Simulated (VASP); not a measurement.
# Mg (P6_3/mmc) in VASP: notebook

Mg is run at these levels: PBE+D3(BJ); tasks: single point.

All numbers are computed with VASP 6.6.1; they aren't measurements. Logs are shortened: lines on timing, memory, paths and dates and some standing lists are left out, and cuts for length are marked.

### Step 1. The cell of the first run

The structure is hexagonal, space group P6_3/mmc (No. 194). Conventional cell: a = 3.209 Å, b = 3.209 Å, c = 5.210 Å, α = 90.00°, β = 90.00°, γ = 120.00°. Within 4.2 Å of Mg (site symmetry -6m2) lie 12 Mg at 3.20 to 3.21 Å.

### Step 2. Single point, PBE+D3(BJ)

INCAR reads:

```
SYSTEM = Mg
PREC = Accurate ; ENCUT = 520
EDIFF = 1E-7 ; ISMEAR = -1
SIGMA = 0.05 ; LREAL = .FALSE.
LASPH = .TRUE. ; NELM = 100
ALGO = Normal ; ISIF = 2
LWAVE = .FALSE. ; LCHARG = .FALSE.
GGA = PE ; IVDW = 12
NBANDS = 9
```

KPOINTS reads:

```
Automatic mesh
0
G
  10 10 5
  0 0 0
```

POSCAR reads:

```
Mg
1.0
    3.2093000000      0.0000000000      0.0000000000
   -1.6046500000      2.7793353284      0.0000000000
    0.0000000000      0.0000000000      5.2103000000
Mg
2
Direct
    0.6666666667      0.3333333333      0.7500000000
    0.3333333333      0.6666666667      0.2500000000
```

Potentials or basis: VASP PAW PBE potentials, release 64 (Mg).

Started as:

```bash
> cat potpaw_PBE.64/Mg/POTCAR > POTCAR
> mpirun -np 1 vasp_std > vasp.out
```

OUTCAR:

```text
SYSTEM = Mg
   PREC = Accurate
   ENCUT = 520
   EDIFF = 1E-7
   ISMEAR = -1
   LREAL = .FALSE.
   LASPH = .TRUE.
   NELM = 100
   ISIF = 2
   GGA = PE
   IVDW = 12
 IVDW          = 12

 ion  position               nearest neighbor table
   1  0.667  0.333  0.750-   2 3.20   2 3.20   2 3.20   2 3.20   2 3.20   2 3.20
   2  0.333  0.667  0.250-   1 3.20   1 3.20   1 3.20   1 3.20   1 3.20   1 3.20

  LATTYP: Found a hexagonal cell.
 ALAT       =     3.2093000000
 C/A-ratio  =     1.6235004518

  Lattice vectors:

 A1 = (   3.2093000000,   0.0000000000,   0.0000000000)
 A2 = (  -1.6046500000,   2.7793353284,   0.0000000000)
 A3 = (   0.0000000000,   0.0000000000,   5.2103000000)

Analysis of symmetry for initial positions (statically):
=====================================================================
 Subroutine PRICEL returns:
 Original cell was already a primitive cell.

 Routine SETGRP: Setting up the symmetry group for a
 hexagonal supercell.

 Subroutine GETGRP returns: Found 24 space group operations
 (whereof 12 operations were pure point group operations)
 out of a pool of 24 trial point group operations.

The static configuration has the point symmetry D_3d.
 The point group associated with its full space group is D_6h.

Analysis of symmetry for dynamics (positions and initial velocities):
=====================================================================
 Subroutine PRICEL returns:
 Original cell was already a primitive cell.

 Routine SETGRP: Setting up the symmetry group for a
 hexagonal supercell.

 Subroutine GETGRP returns: Found 24 space group operations
 (whereof 12 operations were pure point group operations)
 out of a pool of 24 trial point group operations.

The dynamic configuration has the point symmetry D_3d.
 The point group associated with its full space group is D_6h.

 Subroutine INISYM returns: Found 24 space group operations
 (whereof 12 operations are pure point group operations),
 and found     1 'primitive' translations

----------------------------------------------------------------------------------------

                                     Primitive cell

  volume of cell :      46.4744

  direct lattice vectors                    reciprocal lattice vectors
     3.209300000  0.000000000  0.000000000     0.311594429  0.179899127  0.000000000
    -1.604650000  2.779335328  0.000000000     0.000000000  0.359798255  0.000000000
     0.000000000  0.000000000  5.210300000     0.000000000  0.000000000  0.191927528

  length of vectors
     3.209300000  3.209300000  5.210300000     0.359798255  0.359798255  0.191927528

  position of ions in fractional coordinates (direct lattice)
     0.666666667  0.333333333  0.750000000
     0.333333333  0.666666667  0.250000000

  ion indices of the primitive-cell ions
   primitive index   ion index
                 1           1
                 2           2

----------------------------------------------------------------------------------------

 KPOINTS: Automatic mesh

Automatic generation of k-mesh.
 Grid dimensions read from file:
 generate k-points for:   10   10    5

 Generating k-lattice:

  Cartesian coordinates                     Fractional coordinates (reciprocal lattice)
     0.031159443  0.017989913  0.000000000     0.100000000 -0.000000000  0.000000000
     0.000000000  0.035979825  0.000000000     0.000000000  0.100000000  0.000000000
     0.000000000  0.000000000  0.038385506     0.000000000  0.000000000  0.200000000

  Length of vectors
     0.035979825  0.035979825  0.038385506

  Shift w.r.t. Gamma in fractional coordinates (k-lattice)
     0.000000000  0.000000000  0.000000000

 Subroutine IBZKPT returns following result:
 ===========================================

 Found     42 irreducible k-points:

 Following reciprocal coordinates:
            Coordinates               Weight
  0.000000  0.000000  0.000000      1.000000
  0.100000  0.000000  0.000000      6.000000
  0.200000  0.000000  0.000000      6.000000
  0.300000  0.000000  0.000000      6.000000
  0.400000  0.000000  0.000000      6.000000
  0.500000  0.000000  0.000000      3.000000
[... 16 lines left out ...]
  0.300000  0.100000  0.200000     24.000000
  0.400000  0.100000  0.200000     24.000000
 [... further k-points ...]
   k-points           NKPTS =     42   k-points in BZ     NKDIM =     42   number of bands    NBANDS=      9
   number of dos      NEDOS =    301   number of ions     NIONS =      2
   total plane-waves  NPLWV =  23040
   dimension x,y,z NGX =    24 NGY =   24 NGZ =   40
   dimension x,y,z NGXF=    48 NGYF=   48 NGZF=   80
   ions per type =               2
   NGX,Y,Z   is equivalent  to a cutoff of  12.43, 12.43, 12.76 a.u.
   NGXF,Y,Z  is equivalent  to a cutoff of  24.86, 24.86, 25.53 a.u.
 SYSTEM =  Mg
   PREC   = accura    normal or accurate (medium, high low for compatibility)
   ISTART =      0    job   : 0-new  1-cont  2-samecut
   ICHARG =      2    charge: 1-file 2-atom 10-const
   ISPIN  =      1    spin polarized calculation?
   LNONCOLLINEAR =      F non collinear calculations
   LSORBIT =      F    spin-orbit coupling
   LASPH  =      T    aspherical Exc in radial PAW
   ENCUT  =  520.0 eV  38.22 Ry    6.18 a.u.   5.97  5.97  9.69*2*pi/ulx,y,z
   NELM   =    100;   NELMIN=  2; NELMDL= -5     # of ELM steps
   EDIFF  = 0.1E-06   stopping-criterion for ELM
   LREAL  =      F    real-space projection
   EDIFFG = 0.1E-05   stopping-criterion for IOM
   NSW    =      0    number of steps for IOM
   IBRION =     -1    ionic relax: 0-MD 1-quasi-New 2-CG
   NFREE  =      0    steps in history (QN), initial steepest desc. (CG)
   ISIF   =      2    stress and relaxation
   ISYM   =      2    0-nonsym 1-usesym 2-fastsym
   POTIM  = 0.5000    time-step for ionic-motion
   TEBEG  =    0.0;   TEEND  =   0.0 temperature during run
   PSTRESS=    0.0 pullay stress
   NELECT =       4.0000    total number of electrons
   NUPDOWN=      -1.0000    fix difference up-down
   EMIN   =  10.00;   EMAX   =-10.00  energy-range for DOS
   EFERMI =   0.00;   METHOD = LEGACY
   ISMEAR =    -1;   SIGMA  =   0.05  broadening in eV -4-tet -1-fermi 0-gaus
   EFERMI_NEDOS =   21; number of points for ismear=-14 and -15
   IALGO  =     38    algorithm
   IMIX   =      4    mixing-type and parameters
     AMIX     =   0.40;   BMIX     =  1.00
     AMIX_MAG =   1.60;   BMIX_MAG =  1.00
  volume/ion in A,a.u.               =      23.24       156.81
  Fermi-wavevector in a.u.,A,eV,Ry     =   0.722809  1.365911  7.108401  0.522453
  Thomas-Fermi vector in A             =   1.812866
   LORBIT       =      0    0 simple, 1 ext, 2 COOP (PROOUT), +10 PAW based schemes
   GGA     = PE    functional components
   LHFCALC =     F    Hartree Fock is set to
   AEXX    =    0.0000 exact exchange contribution
   IVDW    =    12    specifies the selected vdW correction
   LEPSILON=     F    determine dielectric tensor
   LRPA    =     F    only Hartree local field effects (RPA)
 non-spin polarized calculation
  energy-cutoff  :      520.00
  volume of cell :       46.47
 maximum number of plane-waves:      1277
 NGX is ok and might be reduce to    24
   NGX = 11   NGY = 11   NGZ = 19

 number of electron       4.0000000 magnetization

 Free energy of the ion-electron system (eV)
  ---------------------------------------------------
  ext. energy  EPLUGINS =         0.00000000
  ---------------------------------------------------
  free energy    TOTEN  =        -3.00647280 eV

  energy without entropy =       -2.99456335  energy(sigma->0) =       -3.00051807

 E-fermi :   2.5969     XC(G=0):  -8.4536

 val. band max:        2.5506022024   @ k =   0.4000   0.1000   0.4000
 cond. band min:       2.6110218783   @ k =   0.2000   0.1000   0.0000
 fundamental gap:      0.0604196759
 Fermi energy:         2.5968519793

 k-point     1 :       0.0000    0.0000    0.0000
  band No.  band energies     occupation
      1      -4.3090      2.00000
      2       0.9078      2.00000
      3       1.3274      2.00000
      4      13.4389      0.00000
      5      13.4389      0.00000
      6      13.5282      0.00000
      7      13.5282      0.00000
      8      14.3313      0.00000
      9      15.8824      0.00000

 k-point     2 :       0.1000    0.0000    0.0000
  band No.  band energies     occupation
      1      -4.1139      2.00000
      2       1.0865      2.00000
      3       1.5172      2.00000
      4      10.6590      0.00000
      5      12.0076      0.00000
      6      12.8097      0.00000
      7      15.1979      0.00000
      8      15.2148      0.00000
      9      15.3365      0.00000

 k-point     3 :       0.2000    0.0000    0.0000
  band No.  band energies     occupation
      1      -3.5307      2.00000
      2       1.6228      2.00000
      3       2.0755      1.99994
      4       7.7059      0.00000
      5      10.8583      0.00000
      6      11.3331      0.00000
      7      12.4081      0.00000
      8      13.5606      0.00000
      9      15.3948      0.00000

 k-point     4 :       0.3000    0.0000    0.0000
  band No.  band energies     occupation
      1      -2.5665      2.00000
      2       2.5178      1.65849
      3       2.9235      0.00291
      4       5.1010      0.00000
      5       9.6795      0.00000
      6       9.7308      0.00000
      7      10.0391      0.00000
      8      11.9140      0.00000
      9      14.4778      0.00000
[... 205 lines left out ...]
 k-point    22 :       0.2000    0.1000    0.2000
  band No.  band energies     occupation
      1      -2.7318      2.00000
      2       0.4905      2.00000
      3       4.6187      0.00000
      4       6.6851      0.00000
      5       8.3440      0.00000
      6       9.7966      0.00000
      7      11.4139      0.00000
      8      13.3635      0.00000
      9      13.6410      0.00000

 k-point    23 :       0.3000    0.1000    0.2000
  band No.  band energies     occupation
      1      -1.5857      2.00000
      2       1.5769      2.00000
      3       3.9868      0.00000
      4       5.8310      0.00000
      5       6.9171      0.00000
      6       8.0912      0.00000
      7      10.6220      0.00000
      8      11.4801      0.00000
      9      13.3408      0.00000

 k-point    24 :       0.4000    0.1000    0.2000
  band No.  band energies     occupation
      1      -0.0816      2.00000
      2       1.7188      2.00000
      3       3.1685      0.00002
      4       4.9001      0.00000
      5       6.8413      0.00000
      6       7.8185      0.00000
      7       9.3089      0.00000
      8      10.5782      0.00000
      9      13.0329      0.00000

 [... further k-points ...]

------------------------ aborting loop because EDIFF is reached ----------------------------------------

 Edisp (eV)   -0.56015

 E8    (eV) :    -0.2457

  FORCE on cell =-STRESS in cart. coord.  units (eV):
  Direction    XX          YY          ZZ          XY          YZ          ZX
  --------------------------------------------------------------------------------------
  -------------------------------------------------------------------------------------
  Total      -0.81282    -0.81282    -0.47504     0.00000     0.00000     0.00000
  in kB     -28.02161   -28.02161   -16.37670     0.00000     0.00000     0.00000
  external pressure =      -24.14 kB  Pullay stress =        0.00 kB

 VOLUME and BASIS-vectors are now :
 -----------------------------------------------------------------------------
  energy-cutoff  :      520.00
  volume of cell :       46.47
      direct lattice vectors                 reciprocal lattice vectors
     3.209300000  0.000000000  0.000000000     0.311594429  0.179899127  0.000000000
    -1.604650000  2.779335328  0.000000000     0.000000000  0.359798255  0.000000000
     0.000000000  0.000000000  5.210300000     0.000000000  0.000000000  0.191927528

 POSITION                                       TOTAL-FORCE (eV/Angst)
 -----------------------------------------------------------------------------------
      1.60465      0.92645      3.90773        -0.000000      0.000000      0.000000
     -0.00000      1.85289      1.30258         0.000000     -0.000000      0.000000
 -----------------------------------------------------------------------------------
    total drift:                                0.000000     -0.000000      0.000000

  FREE ENERGIE OF THE ION-ELECTRON SYSTEM (eV)
  ---------------------------------------------------
  free  energy   TOTEN  =        -3.5666187896 eV

  energy  without entropy=       -3.5547093398  energy(sigma->0) =       -3.56066406
```

It took 16 s on 1 thread of Intel Xeon Platinum 8375C at 2.90GHz (Ice Lake), shared host; peak memory 0.16 GiB.

Results:

```
Free energy                : -3.5666 eV
Pressure                   : -2.4 GPa
Band gap on the k mesh     : zero (band 2 reaches 3.23 eV, above the bottom of band 3 at 1.33 eV)
Dispersion energy per atom : -0.280 eV
```

Levels at points of the mesh, in eV from the Fermi level:
```tsv
k point	band 1	band 2	band 3	band 4	band 5
(0.00, 0.00, 0.00)	-6.91	-1.69	-1.27	10.84	10.84
(0.50, 0.00, 0.00)	-2.15	-2.15	2.62	2.99	3.22
```

Caveat: pairwise dispersion overbinds metals, which lowers pressure and volume.

### Step 3. Single point, PBE+D3(BJ)

This run uses another cell than the first one, of 23.70 Å³/atom, 1.020 times its volume.

INCAR reads:

```
PREC     = Accurate       # precision mode
ENCUT    = 520            # plane-wave cutoff, eV
EDIFF    = 1E-6           # SCF threshold, eV
ISMEAR   = -1             # smearing method
SIGMA    = 0.05           # smearing width, eV
LREAL    = F              # projectors in reciprocal space
LASPH    = T              # aspherical terms in the spheres
NELM     = 80             # most SCF steps
ALGO     = Fast           # electronic algorithm
ISIF     = 2              # what is computed and relaxed
LWAVE    = F              # write WAVECAR
LCHARG   = T              # write CHGCAR
GGA      = PE             # functional
IVDW     = 12             # dispersion correction
LELF     = T              # ELF
LVHAR    = T            
NBANDS   = 9              # bands
```

KPOINTS reads:

```
Automatic mesh
0
Gamma
  10 10 5
```

POSCAR reads:

```
Mg
1.0
    3.2305542618      0.0000000000      0.0000000000
   -1.6152771309      2.7977420591      0.0000000000
    0.0000000000      0.0000000000      5.2448063036
Mg
2
Direct
    0.6666666667      0.3333333333      0.7500000000
    0.3333333333      0.6666666667      0.2500000000
```

Potentials or basis: VASP PAW PBE potentials, release 64 (Mg).

Started as:

```bash
> cat potpaw_PBE.64/Mg/POTCAR > POTCAR
> mpirun -np 1 vasp_std > vasp.out
```

It took 16 s on 1 thread of Intel Xeon Platinum 8375C at 2.90GHz (Ice Lake), shared host; peak memory 0.16 GiB.

Results (log left out):

| Quantity | Value |
| --- | --- |
| Free energy | -3.5509 eV |
| Pressure | -3.0 GPa |
| Band gap on the k mesh | zero (band 2 reaches 3.14 eV, above the bottom of band 3 at 1.22 eV) |
| Dispersion energy per atom | -0.275 eV |

Stress tensor (GPa, compression positive):
```
-3.38  0.00  0.00
 0.00 -3.38  0.00
 0.00  0.00 -2.18
```

Levels at points of the mesh, in eV from the Fermi level:
```tsv
k point	band 1	band 2	band 3	band 4	band 5
(0.00, 0.00, 0.00)	-6.82	-1.66	-1.27	10.73	10.73
(0.50, 0.00, 0.00)	-2.13	-2.11	2.59	2.98	3.16
```

Caveat: pairwise dispersion overbinds metals, which lowers pressure and volume.

### Step 4. Single point, PBE+D3(BJ)

This run uses another cell than the first one, of 24.17 Å³/atom, 1.040 times its volume.

INCAR reads:

```
ALGO     = Fast           # electronic algorithm
EDIFF    = 1E-7           # SCF threshold, eV
ENCUT    = 520            # plane-wave cutoff, eV
GGA      = PE             # functional
ISIF     = 2              # what is computed and relaxed
ISMEAR   = -1             # smearing method
IVDW     = 12             # dispersion correction
LASPH    = T              # aspherical terms in the spheres
LCHARG   = F              # write CHGCAR
LREAL    = F              # projectors in reciprocal space
LWAVE    = F              # write WAVECAR
NBANDS   = 9              # bands
NELM     = 80             # most SCF steps
PREC     = Accurate       # precision mode
SIGMA    = 0.05           # smearing width, eV
```

KPOINTS reads:

```
k-points
0
Gamma
  10 10 5
```

POSCAR reads:

```
Mg
1.0
    3.2515324747      0.0000000000      0.0000000000
   -1.6257662373      2.8159097243      0.0000000000
    0.0000000000      0.0000000000      5.2788644417
Mg
2
Direct
    0.6666666667      0.3333333333      0.7500000000
    0.3333333333      0.6666666667      0.2500000000
```

Started as:

```bash
> cat potpaw_PBE.64/Mg/POTCAR > POTCAR
> mpirun -np 1 vasp_std > vasp.out
```

It took 17 s on 1 thread of Intel Xeon Platinum 8375C at 2.90GHz (Ice Lake), shared host; peak memory 0.16 GiB.

The run converged. Its results:

- Free energy: -3.5322 eV
- Pressure: -3.5 GPa
- Band gap on the k mesh: zero (band 2 reaches 3.05 eV, above the bottom of band 3 at 1.13 eV)
- Dispersion energy per atom: -0.269 eV

Stress tensor (GPa, compression positive):
```
-3.90  0.00  0.00
 0.00 -3.90  0.00
 0.00  0.00 -2.67
```

Levels at points of the mesh, in eV from the Fermi level:
| k point | band 1 | band 2 | band 3 | band 4 | band 5 | band 6 | band 7 |
| --- | --- | --- | --- | --- | --- | --- | --- |
| (0.00, 0.00, 0.00) | -6.74 | -1.62 | -1.27 | 10.62 | 10.62 | 10.63 | 10.63 |
| (0.50, 0.00, 0.00) | -2.12 | -2.08 | 2.56 | 2.98 | 3.11 | 3.52 | 6.59 |

Caveat: pairwise dispersion overbinds metals, which lowers pressure and volume.

### Step 5. Overview

```csv
cell,gap on the mesh (eV),pressure (GPa)
"a = 3.209, b = 3.209, c = 5.210 Å, angles 90.0, 90.0, 120.0°, 2 atoms",none,-2.4
"a = 3.231, b = 3.231, c = 5.245 Å, angles 90.0, 90.0, 120.0°, 2 atoms",none,-3.0
"a = 3.252, b = 3.252, c = 5.279 Å, angles 90.0, 90.0, 120.0°, 2 atoms",none,-3.5
```

Alike in all rows: task single point; level PBE+D3(BJ); potentials or basis VASP PAW PBE potentials, release 64 (Mg); no spin polarisation; k mesh 10 × 10 × 5; cutoff (eV) 520; smearing fermi-dirac 0.05 eV.

Caveats: pairwise dispersion overbinds metals, which lowers pressure and volume.

Absolute energies hang on the potentials; compare differences alone.
